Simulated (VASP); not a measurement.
# Rb2FeCuF6 (Fm-3m) in VASP: single point with PBE+U

Aim: the single point of Rb2FeCuF6 with PBE+U.

Program: VASP 6.6.1. These are calculated values, not measurements. Logs are shortened: lines on timing, memory, paths and dates and some standing lists are left out, and cuts for length are marked.

## Step 1: The cell of the first run

Symmetry: Fm-3m, No. 225, cubic system. Conventional cell: a = 8.553 Å, b = 8.553 Å, c = 8.553 Å, α = 90.00°, β = 90.00°, γ = 90.00°. Within 4.0 Å of Rb (site symmetry -43m) lie 12 F at 3.03 Å and 4 Fe at 3.70 Å and 4 Cu at 3.70 Å. Fe (site symmetry m-3m) has 6 F at 1.98 Å within 2.6 Å. Cu (site symmetry m-3m) has 6 F at 2.29 Å within 3.0 Å. F (site symmetry 4mm) has 1 Fe at 1.98 Å and 1 Cu at 2.29 Å within 2.6 Å.

## Step 2: Single point, PBE+U, collinear spin, ferromagnetic start

The input, INCAR:

```
SYSTEM = Rb2FeCuF6
ALGO = Normal
EDIFF = 1E-7
ENCUT = 520
GGA = PE
ISIF = 2
ISMEAR = 0
ISPIN = 2
LASPH = .TRUE.
LCHARG = .FALSE.
LDAU = .TRUE.
LDAUJ = 0 0 0 0
LDAUL = -1 2 2 -1
LDAUPRINT = 1
LDAUTYPE = 2
LDAUU = 0 5.3 4 0
LMAXMIX = 4
LORBIT = 11
LREAL = .FALSE.
LWAVE = .FALSE.
MAGMOM = 0 0 4.42 0.12 0 0 0 0 0 0
NBANDS = 54
NELM = 150
PREC = Accurate
SIGMA = 0.02
```

The input, KPOINTS:

```
k-points
0
G
  6 6 6
  0 0 0
```

The input, POSCAR:

```
Rb2FeCuF6
1.0
    0.0000000000      4.2765214630      4.2765214630
    4.2765214630      0.0000000000      4.2765214630
    4.2765214630      4.2765214630      0.0000000000
Rb Fe Cu F
2 1 1 6
Direct
    0.2500000000      0.2500000000      0.2500000000
    0.7500000000      0.7500000000      0.7500000000
    0.0000000000      0.0000000000      0.0000000000
    0.5000000000      0.5000000000      0.5000000000
    0.2319642593      0.2319642593      0.7680357407
    0.2319642593      0.7680357407      0.7680357407
    0.7680357407      0.7680357407      0.2319642593
    0.2319642593      0.7680357407      0.2319642593
    0.7680357407      0.2319642593      0.7680357407
    0.7680357407      0.2319642593      0.2319642593
```

Potentials or basis: VASP PAW PBE potentials, release 64 (Rb_sv, Fe, Cu, F).

Started as:

```sh
$ cat potpaw_PBE.64/Rb_sv/POTCAR potpaw_PBE.64/Fe/POTCAR potpaw_PBE.64/Cu/POTCAR potpaw_PBE.64/F/POTCAR > POTCAR
$ mpirun -np 1 vasp_std > vasp.out
```

OUTCAR:

```text
SYSTEM = Rb2FeCuF6
   EDIFF = 1E-7
   ENCUT = 520
   GGA = PE
   ISIF = 2
   ISMEAR = 0
   ISPIN = 2
   LASPH = .TRUE.
   LORBIT = 11
   LREAL = .FALSE.
   NELM = 150
   PREC = Accurate

 ion  position               nearest neighbor table
   1  0.250  0.250  0.250-   7 3.03   9 3.03  10 3.03   6 3.03   7 3.03   8 3.03   5 3.03   6 3.03
                             9 3.03   5 3.03   8 3.03  10 3.03   3 3.70   4 3.70   3 3.70   3 3.70
   2  0.750  0.750  0.750-   6 3.03   7 3.03   9 3.03   7 3.03   8 3.03  10 3.03   5 3.03   9 3.03
                            10 3.03   5 3.03   6 3.03   8 3.03   3 3.70   4 3.70   4 3.70   3 3.70
   3  0.000  0.000  0.000-   5 1.98   6 1.98   7 1.98   8 1.98   9 1.98  10 1.98   2 3.70   2 3.70
                             1 3.70   2 3.70   2 3.70   1 3.70   1 3.70   1 3.70
   4  0.500  0.500  0.500-   5 2.29   6 2.29   7 2.29   8 2.29   9 2.29  10 2.29   1 3.70   1 3.70
                             1 3.70   2 3.70   1 3.70   2 3.70   2 3.70   2 3.70
   5  0.232  0.232  0.768-   3 1.98   4 2.29   1 3.03   2 3.03   2 3.03   1 3.03
   6  0.232  0.768  0.768-   3 1.98   4 2.29   2 3.03   2 3.03   1 3.03   1 3.03
   7  0.768  0.768  0.232-   3 1.98   4 2.29   2 3.03   2 3.03   1 3.03   1 3.03
   8  0.232  0.768  0.232-   3 1.98   4 2.29   1 3.03   2 3.03   2 3.03   1 3.03
   9  0.768  0.232  0.768-   3 1.98   4 2.29   2 3.03   2 3.03   1 3.03   1 3.03
  10  0.768  0.232  0.232-   3 1.98   4 2.29   1 3.03   2 3.03   2 3.03   1 3.03

  LATTYP: Found a face centered cubic cell.
 ALAT       =     8.5530429260

  Lattice vectors:

 A1 = (   0.0000000000,   4.2765214630,   4.2765214630)
 A2 = (   4.2765214630,   0.0000000000,   4.2765214630)
 A3 = (   4.2765214630,   4.2765214630,   0.0000000000)

Analysis of symmetry for initial positions (statically):
=====================================================================
 Subroutine PRICEL returns:
 Original cell was already a primitive cell.

 Routine SETGRP: Setting up the symmetry group for a
 face centered cubic supercell.

 Subroutine GETGRP returns: Found 48 space group operations
 (whereof 48 operations were pure point group operations)
 out of a pool of 48 trial point group operations.

The static configuration has the point symmetry O_h .

Analysis of symmetry for dynamics (positions and initial velocities):
=====================================================================
 Subroutine PRICEL returns:
 Original cell was already a primitive cell.

 Routine SETGRP: Setting up the symmetry group for a
 face centered cubic supercell.

 Subroutine GETGRP returns: Found 48 space group operations
 (whereof 48 operations were pure point group operations)
 out of a pool of 48 trial point group operations.

The dynamic configuration has the point symmetry O_h .

Analysis of structural, dynamic, and magnetic symmetry:
=====================================================================
 Subroutine PRICEL returns:
 Original cell was already a primitive cell.

 Routine SETGRP: Setting up the symmetry group for a
 face centered cubic supercell.

 Subroutine GETGRP returns: Found 48 space group operations
 (whereof 48 operations were pure point group operations)
 out of a pool of 48 trial point group operations.

The overall configuration has the point symmetry O_h .

 Subroutine INISYM returns: Found 48 space group operations
 (whereof 48 operations are pure point group operations),
 and found     1 'primitive' translations

----------------------------------------------------------------------------------------

                                     Primitive cell

  volume of cell :     156.4235

  direct lattice vectors                    reciprocal lattice vectors
     0.000000000  4.276521463  4.276521463    -0.116917454  0.116917454  0.116917454
     4.276521463  0.000000000  4.276521463     0.116917454 -0.116917454  0.116917454
     4.276521463  4.276521463  0.000000000     0.116917454  0.116917454 -0.116917454

  length of vectors
     6.047914653  6.047914653  6.047914653     0.202506970  0.202506970  0.202506970

  position of ions in fractional coordinates (direct lattice)
     0.250000000  0.250000000  0.250000000
     0.750000000  0.750000000  0.750000000
[... 151 lines left out ...]
  o =  0.0605  v =  0.0000  0.0000  0.0000  0.0000  0.0000  0.0000 -1.0000  0.0000 -0.0011  0.0000      0.0000  0.0000  0.0000  0.0000  0.0000  0.0000  0.0000  0.0000  0.0000  0.0000
  o =  0.2515  v =  0.0000  0.0000  0.0000  0.0000  0.0000  0.0000 -0.0000  0.9997 -0.0000  0.0245      0.0000  0.0000  0.0000  0.0000  0.0000  0.0000  0.0000  0.0000  0.0000  0.0000
  o =  0.2515  v =  0.0000  0.0000  0.0000  0.0000  0.0000  0.0000  0.0000 -0.0245 -0.0000  0.9997      0.0000  0.0000  0.0000  0.0000  0.0000  0.0000  0.0000  0.0000  0.0000  0.0000
  o =  0.9857  v =  0.0000 -1.0000 -0.0000 -0.0020 -0.0000  0.0000  0.0000  0.0000  0.0000  0.0000      0.0000  0.0000  0.0000  0.0000  0.0000  0.0000  0.0000  0.0000  0.0000  0.0000
  o =  0.9857  v =  1.0000  0.0000  0.0000  0.0000  0.0000  0.0000  0.0000  0.0000  0.0000  0.0000      0.0000  0.0000  0.0000  0.0000  0.0000  0.0000  0.0000  0.0000  0.0000  0.0000
  o =  0.9857  v =  0.0000  0.0020  0.0000 -1.0000  0.0000  0.0000  0.0000  0.0000  0.0000  0.0000      0.0000  0.0000  0.0000  0.0000  0.0000  0.0000  0.0000  0.0000  0.0000  0.0000
  o =  1.0595  v =  0.0000 -0.0000 -0.0541  0.0000  0.9985  0.0000  0.0000  0.0000  0.0000  0.0000      0.0000  0.0000  0.0000  0.0000  0.0000  0.0000  0.0000  0.0000  0.0000  0.0000
  o =  1.0595  v =  0.0000 -0.0000  0.9985  0.0000  0.0541  0.0000  0.0000  0.0000  0.0000  0.0000      0.0000  0.0000  0.0000  0.0000  0.0000  0.0000  0.0000  0.0000  0.0000  0.0000

atom =   4  type =  3  l = 2

 onsite density matrix

spin component  1

  0.9586  0.0000 -0.0000 -0.0000 -0.0000
  0.0000  0.9586 -0.0000 -0.0000 -0.0000
 -0.0000 -0.0000  0.9778 -0.0000 -0.0000
 -0.0000 -0.0000 -0.0000  0.9586  0.0000
 -0.0000 -0.0000 -0.0000  0.0000  0.9778

spin component  2

  0.9550  0.0000 -0.0000 -0.0000  0.0000
  0.0000  0.9550  0.0000 -0.0000  0.0000
 -0.0000  0.0000  0.9438  0.0000 -0.0000
 -0.0000 -0.0000  0.0000  0.9550 -0.0000
  0.0000  0.0000 -0.0000 -0.0000  0.9438

 occupancies and eigenvectors

  o =  0.9438  v =  0.0000  0.0000  0.0000  0.0000  0.0000  0.0000  0.0000 -0.8084 -0.0000 -0.5886      0.0000  0.0000  0.0000  0.0000  0.0000  0.0000  0.0000  0.0000  0.0000  0.0000
  o =  0.9438  v =  0.0000  0.0000  0.0000  0.0000  0.0000  0.0000  0.0000  0.5886  0.0000 -0.8084      0.0000  0.0000  0.0000  0.0000  0.0000  0.0000  0.0000  0.0000  0.0000  0.0000
  o =  0.9550  v =  0.0000  0.0000  0.0000  0.0000  0.0000  1.0000  0.0000  0.0000  0.0000  0.0000      0.0000  0.0000  0.0000  0.0000  0.0000  0.0000  0.0000  0.0000  0.0000  0.0000
  o =  0.9550  v =  0.0000  0.0000  0.0000  0.0000  0.0000  0.0000 -0.9765  0.0000 -0.2156 -0.0000      0.0000  0.0000  0.0000  0.0000  0.0000  0.0000  0.0000  0.0000  0.0000  0.0000
  o =  0.9550  v =  0.0000  0.0000  0.0000  0.0000  0.0000  0.0000  0.2156  0.0000 -0.9765  0.0000      0.0000  0.0000  0.0000  0.0000  0.0000  0.0000  0.0000  0.0000  0.0000  0.0000
  o =  0.9586  v =  1.0000  0.0000  0.0000  0.0000  0.0000  0.0000  0.0000  0.0000  0.0000  0.0000      0.0000  0.0000  0.0000  0.0000  0.0000  0.0000  0.0000  0.0000  0.0000  0.0000
  o =  0.9586  v =  0.0000  0.9996  0.0000  0.0297 -0.0000  0.0000  0.0000  0.0000  0.0000  0.0000      0.0000  0.0000  0.0000  0.0000  0.0000  0.0000  0.0000  0.0000  0.0000  0.0000
  o =  0.9586  v =  0.0000 -0.0297  0.0000  0.9996 -0.0000  0.0000  0.0000  0.0000  0.0000  0.0000      0.0000  0.0000  0.0000  0.0000  0.0000  0.0000  0.0000  0.0000  0.0000  0.0000
  o =  0.9778  v =  0.0000 -0.0000  0.9833 -0.0000 -0.1818  0.0000  0.0000  0.0000  0.0000  0.0000      0.0000  0.0000  0.0000  0.0000  0.0000  0.0000  0.0000  0.0000  0.0000  0.0000
  o =  0.9778  v =  0.0000  0.0000  0.1818 -0.0000  0.9833  0.0000  0.0000  0.0000  0.0000  0.0000      0.0000  0.0000  0.0000  0.0000  0.0000  0.0000  0.0000  0.0000  0.0000  0.0000

 number of electron      79.0000019 magnetization       4.9999995

 Free energy of the ion-electron system (eV)
  ---------------------------------------------------
  ext. energy  EPLUGINS =         0.00000000
  ---------------------------------------------------
  free energy    TOTEN  =       -44.42343689 eV

  energy without entropy =      -44.42343689  energy(sigma->0) =      -44.42343689

 E-fermi :   1.0747     XC(G=0):  -9.3118

 val. band max:        0.9190121837   @ k =   0.5000   0.0000   0.0000
 cond. band min:       2.1128468107   @ k =   0.5000   0.5000   0.0000
 fundamental gap:      1.1938346269
 Fermi energy:         1.0747107932

 spin component 1

 k-point     1 :       0.0000    0.0000    0.0000
  band No.  band energies     occupation
      1     -24.4527      1.00000
      2     -24.3671      1.00000
      3     -22.0693      1.00000
      4     -21.7345      1.00000
      5     -21.7345      1.00000
      6     -21.7276      1.00000
[... 853 lines left out ...]
     50      10.1225      0.00000
     51      10.1511      0.00000
 Fermi energy:         1.0747107932

 spin component 2

 k-point     1 :       0.0000    0.0000    0.0000
  band No.  band energies     occupation
      1     -24.4496      1.00000
      2     -24.3671      1.00000
      3     -21.9130      1.00000
      4     -21.5763      1.00000
      5     -21.5763      1.00000
      6     -21.5763      1.00000
[... 853 lines left out ...]
     50      10.2166      0.00000
     51      10.2602      0.00000
 [bands above 51 left out]

------------------------ aborting loop because EDIFF is reached ----------------------------------------

  FORCE on cell =-STRESS in cart. coord.  units (eV):
  Direction    XX          YY          ZZ          XY          YZ          ZX
  --------------------------------------------------------------------------------------
  -------------------------------------------------------------------------------------
  Total       -1.3534218     -1.3534218     -1.3534218      0.0000000      0.0000000     -0.0000000
  in kB      -13.8625071    -13.8625071    -13.8625071      0.0000000      0.0000000     -0.0000000
  external PRESSURE =     -13.8625071 kB  Pullay stress =       0.0000000 kB

 VOLUME and BASIS-vectors are now :
 -----------------------------------------------------------------------------
  energy-cutoff  :      520.00
  volume of cell :      156.42
      direct lattice vectors                 reciprocal lattice vectors
     0.000000000  4.276521463  4.276521463    -0.116917454  0.116917454  0.116917454
     4.276521463  0.000000000  4.276521463     0.116917454 -0.116917454  0.116917454
     4.276521463  4.276521463  0.000000000     0.116917454  0.116917454 -0.116917454

 POSITION                                       TOTAL-FORCE (eV/Angst)
 -----------------------------------------------------------------------------------
      2.13826      2.13826      2.13826         0.000000      0.000000      0.000000
      6.41478      6.41478      6.41478         0.000000      0.000000      0.000000
      0.00000      0.00000      0.00000         0.000000      0.000000      0.000000
      4.27652      4.27652      4.27652         0.000000      0.000000      0.000000
      4.27652      4.27652      1.98400         0.000000      0.000000     -0.097622
      6.56904      4.27652      4.27652         0.097622      0.000000      0.000000
      4.27652      4.27652      6.56904         0.000000      0.000000      0.097622
      4.27652      1.98400      4.27652         0.000000     -0.097622      0.000000
      4.27652      6.56904      4.27652         0.000000      0.097622      0.000000
      1.98400      4.27652      4.27652        -0.097622      0.000000      0.000000
 -----------------------------------------------------------------------------------
    total drift:                               -0.000000     -0.000000      0.000000

  FREE ENERGIE OF THE ION-ELECTRON SYSTEM (eV)
  ---------------------------------------------------
  free  energy   TOTEN  =       -44.4234368879 eV

  energy  without entropy=      -44.4234368879  energy(sigma->0) =      -44.42343689

 total charge

# of ion       s       p       d       tot
------------------------------------------
    1        1.937   5.361   0.019   7.316
    2        1.937   5.361   0.019   7.316
    3        0.333   0.477   5.736   6.546
    4        0.128   0.108   9.562   9.798
    5        1.735   4.343   0.000   6.078
    6        1.735   4.343   0.000   6.078
    7        1.735   4.343   0.000   6.078
    8        1.735   4.343   0.000   6.078
    9        1.735   4.343   0.000   6.078
   10        1.735   4.343   0.000   6.078
--------------------------------------------------
tot         14.744  37.367  15.335  67.447

 magnetization (x)

# of ion       s       p       d       tot
------------------------------------------
    1       -0.000   0.000  -0.000   0.000
    2       -0.000   0.000  -0.000   0.000
    3        0.018   0.020   4.384   4.422
    4        0.006   0.004   0.079   0.089
    5        0.002   0.074   0.000   0.076
    6        0.002   0.074   0.000   0.076
    7        0.002   0.074   0.000   0.076
    8        0.002   0.074   0.000   0.076
    9        0.002   0.074   0.000   0.076
   10        0.002   0.074   0.000   0.076
--------------------------------------------------
tot          0.035   0.469   4.462   4.966
```

Wall time 7.3 min (1 thread of Intel Xeon Platinum 8259CL at 2.50GHz (Skylake/Cascade Lake), shared host); peak memory 0.53 GiB.

Results:

```yaml
Free_energy: -44.4234 eV
Pressure: -1.4 GPa
Largest_force: 0.098 eV/Å
Band_gap_on_the_k_mesh: 1.19 eV (least direct gap 1.29 eV)
Net_moment: 5.00 μB per cell
Site_moments: Rb +0.00; Fe +4.42; Cu +0.09; F +0.08 μB
Valence_electrons_inside_the_program's_atomic_spheres: Rb 7.32; Fe 6.55; Cu 9.80; F 6.08
```

Forces on the atoms (eV/Å):
```
Rb   0.000  0.000  0.000
Rb   0.000  0.000  0.000
Fe   0.000  0.000  0.000
Cu   0.000  0.000  0.000
F    0.000  0.000 -0.098
F    0.098  0.000  0.000
F    0.000  0.000  0.098
F    0.000 -0.098  0.000
F    0.000  0.098  0.000
F   -0.098  0.000  0.000
```

Eigenvalues of the final occupation matrices:
```tsv
site	spin	trace	eigenvalues
site 3 d	1	5.08	0.99 0.99 0.99 1.06 1.06
site 3 d	2	0.68	0.06 0.06 0.06 0.25 0.25
site 4 d	1	4.83	0.96 0.96 0.96 0.98 0.98
site 4 d	2	4.75	0.94 0.94 0.95 0.95 0.95
```

A k mesh can miss the band edges. The state reached can hang on the start; a lower one may exist.
